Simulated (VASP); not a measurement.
Here is a VASP 6.6.1 calculation.

File INCAR:

```
SYSTEM = Ir
  PREC = Accurate
  ENCUT = 520
  EDIFF = 1E-6
  ISMEAR = 0
  SIGMA = 0.15
  LREAL = .FALSE.
  LASPH = .TRUE.
  NELM = 150
  ALGO = Normal
  ISIF = 2
  LWAVE = .FALSE.
  LCHARG = .FALSE.
  ISPIN = 2
  MAGMOM = 0.5 0.5
  LORBIT = 11
  NUPDOWN = 1.0
  LMAXMIX = 4
  NBANDS = 20
```

File KPOINTS:

```
Automatic mesh
0
G
  21 21 12
  0 0 0
```

The input POSCAR:

```
Ir
1.0
    2.6500373936      0.0000000000      0.0000000000
   -1.3250186968      2.2949997038      0.0000000000
    0.0000000000      0.0000000000      4.2967294997
Ir
2
Direct
    0.6666666667      0.3333333333      0.7500000000
    0.3333333333      0.6666666667      0.2500000000
```

Potentials or basis: VASP PAW LDA potentials, release 64 (Ir).

Launch:

```console
$ cat potpaw_LDA.64/Ir/POTCAR > POTCAR
$ mpirun -np 1 vasp_std > vasp.out
```

Q: Estimate the pressure.

A: 35.1 GPa.

Caveat: the cell stands under pressure; the total moment is fixed, so each spin has its own Fermi level.
